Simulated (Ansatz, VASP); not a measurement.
**Cd in VASP and in Ansatz**

```
Cd
1.0
     2.99886    0.00000    0.00000
    -1.49943    2.59709    0.00000
     0.00000    0.00000    5.46752
Cd
2
Direct
  0.33333 0.66667 0.25000
  0.66667 0.33333 0.75000
```

Alike in both runs: functional PBE; dispersion D3(BJ); k mesh 18 × 18 × 8; occupations gaussian, width 0.1 eV; no spin polarisation.

Ansatz relaxed the structure, and its values are those at the end. VASP's run is a single point on that final structure, the one shown.

|  | VASP | Ansatz |
| --- | --- | --- |
| version | VASP 6.6.1 | Ansatz 0.2.0 |
| potentials or method | VASP PAW PBE potentials, release 64 (Cd), cutoff 520 eV | scalar-relativistic, plane waves, PAW |
| valence electrons in the cell | 24 | 40 |

|  | VASP | Ansatz | Ansatz less VASP |
| --- | --- | --- | --- |
| gap on the k mesh at the Fermi level (eV) | none | none | - |
| pressure (GPa) | 0.4 | 0.0 | -0.39 |

A gap of «none» marks a metal or a gap that the smearing closes. VASP's potentials hold 24 valence electrons a cell and Ansatz's 40, so a difference there can come from the potentials and not from the codes.
